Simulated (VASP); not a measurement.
The system is Pd.

```
Pd
1.0
     0.00000    1.94650    1.94650
     1.94650    0.00000    1.94650
     1.94650    1.94650    0.00000
Pd
1
Direct
  0.00000 0.00000 0.00000
```

* Program: VASP 6.6.1
* Task: relaxation of cell and atoms
* Functional: PBEsol
* Dispersion: D3(BJ)
* Potentials or basis: VASP PAW PBE potentials, release 64 (Pd)
* Cutoff: 600 eV
* k mesh: 12 × 12 × 12
* Occupations: fermi-dirac, width 0.05 eV
* Spin: no spin polarisation

At the start: pressure -10.1 GPa; volume 14.75 Å³/atom.

Question: Where does the relaxation end?

Answer: Over 4 steps the energy falls by 24.1 meV/atom and the volume is 14.03 Å³/atom (-4.9 %); space group Fm-3m (No. 225, to 0.05 Å).

Step by step:
| step | energy change (eV) | largest force (eV/Å) | pressure (GPa) | volume (Å³) |
| --- | --- | --- | --- | --- |
| 1 | 0.0000 | 0.0000 | -10.12 | 14.75 |
| 2 | 0.0624 | 0.0000 | 25.81 | 12.85 |
| 3 | -0.0241 | 0.0000 | -0.29 | 14.05 |
| 4 | -0.0241 | 0.0000 | -0.06 | 14.03 |

Final structure:
```
CELL_PARAMETERS angstrom
0.00000 1.91440 1.91440
1.91440 0.00000 1.91440
1.91440 1.91440 0.00000
ATOMIC_POSITIONS crystal
Pd 0.00000 0.00000 0.00000
```

Caveat: the PAW data sets were made with another functional, which shifts forces and pressure a little; pairwise dispersion overbinds metals, which lowers pressure and volume.
